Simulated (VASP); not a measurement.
Cu:

```
Cu
1.0
     0.00000    1.84295    1.84295
     1.84295    0.00000    1.84295
     1.84295    1.84295    0.00000
Cu
1
Direct
  0.00000 0.00000 0.00000
```

Base run:

| Item | Value |
| --- | --- |
| Program | VASP 6.6.1 |
| Functional | PBEsol |
| Dispersion | D3(BJ) |
| Potentials or basis | VASP PAW PBE potentials, release 64 (Cu) |
| Cutoff | 600 eV |
| k mesh | 13 × 13 × 13 |
| Occupations | fermi-dirac, width 0.05 eV |
| Spin | no spin polarisation |

Its results: pressure -19.0 GPa.

Task: After a change of settings the same cell gave: pressure -16.2 GPa. Which change was it?
A. dispersion from D3(BJ) to none; cutoff from 600 eV to 520 eV
B. functional from PBEsol to PBE
C. functional from PBEsol to RPBE
D. functional from PBEsol to revPBE

Result: D.

revPBE binds less tightly than PBEsol, so the same cell stands under more pressure.

Caveats: the PAW data sets were made with another functional, which shifts forces and pressure a little; pairwise dispersion overbinds metals, which lowers pressure and volume.
